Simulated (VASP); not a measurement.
Input of a VASP 6.6.1 run:

INCAR

```
SYSTEM = HfSiO4
PREC = Accurate
ENCUT = 520
EDIFF = 1E-6
ISMEAR = -1
SIGMA = 0.02
LREAL = .False.
LASPH = .True.
NELM = 80
ALGO = Normal
ISIF = 2
LWAVE = .False.
LCHARG = .True.
GGA = PE
LELF = .True.
LVHAR = .True.
NBANDS = 50
```

File KPOINTS:

```
regular mesh
0
Gamma
  7 7 7
  0 0 0
```

Contents of POSCAR:

```
HfSiO4
1.0
   -3.2862500000      3.2862500000      2.9517840000
    3.2862500000     -3.2862500000      2.9517840000
    3.2862500000      3.2862500000     -2.9517840000
Hf Si O
2 2 8
Direct
    0.7500000000      0.2500000000      0.5000000000
    0.0000000000      0.0000000000      0.0000000000
    0.2500000000      0.7500000000      0.5000000000
    0.5000000000      0.5000000000      0.0000000000
    0.1336369053      0.3191456396      0.8144912657
    0.0691456396      0.7546543739      0.6855087343
    0.5046543739      0.3191456396      0.1855087343
    0.0691456396      0.3836369053      0.3144912657
    0.6163630947      0.9308543604      0.6855087343
    0.6808543604      0.8663630947      0.1855087343
    0.2453456261      0.9308543604      0.3144912657
    0.6808543604      0.4953456261      0.8144912657
```

Potentials or basis: VASP PAW PBE potentials, release 64 (Hf_pv, Si, O).

Command:

```console
$ cat potpaw_PBE.64/Hf_pv/POTCAR potpaw_PBE.64/Si/POTCAR potpaw_PBE.64/O/POTCAR > POTCAR
$ mpirun -np 1 vasp_std > vasp.out
```

Estimate the band gap on the k mesh.

5.47 eV, indirect (least direct gap 5.83 eV).

What does it give for the pressure?

8.1 GPa.

Estimate the largest force.

0.197 eV/Å.

Stress tensor (GPa, compression positive):
```
 6.56  0.00  0.00
 0.00  6.56  0.00
 0.00  0.00 11.09
```

Caveat: the cell differs from its parent crystal (z stretched by -1 %, then relaxed in part); spin-orbit coupling is left out, which moves the levels of the heavy elements. A k mesh can miss the band edges.
